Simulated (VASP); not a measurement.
MgO, 2 atoms in the cell. Symmetry: I4/mmm, No. 139, tetragonal system. The conventional cell has a = 2.973 Å, b = 2.973 Å, c = 4.162 Å, α = 90.00°, β = 90.00°, γ = 90.00°. Mg (site symmetry 4/mmm) has 6 O at 2.08 to 2.10 Å within 2.8 Å. O (site symmetry 4/mmm) has 6 Mg at 2.08 to 2.10 Å within 2.8 Å.  This cell differs from its parent crystal: uniaxial z strain -1.0%.

| Property | Result |
| --- | --- |
| Program | VASP 6.6.1 |
| Task | single point |
| Functional | PBE |
| Potentials or basis | VASP PAW PBE potentials, release 64 (Mg, O) |
| Cutoff | 520 eV |
| k mesh | 6 × 6 × 6 |
| Occupations | gaussian, width 0.01 eV |
| Spin | no spin polarisation |
| Dipole correction | no |
| Further INCAR settings | ALGO = Normal; EDIFF = 1e-06; NBANDS = 11 |

Potentials or basis: VASP PAW PBE potentials, release 64 (Mg, O).

Launch:

```sh
$ cat potpaw_PBE.64/Mg/POTCAR potpaw_PBE.64/O/POTCAR > POTCAR
$ mpirun -np 1 vasp_std > vasp.out
```

Hardware: 1 thread of Intel Xeon 6975P-C, on a shared host.

How long does it take, and how much memory?

Wall time 6.4 s on 1 thread of Intel Xeon 6975P-C, with other jobs on the host, peak memory 0.14 GiB. Counts: scf iterations 12, k points 30.
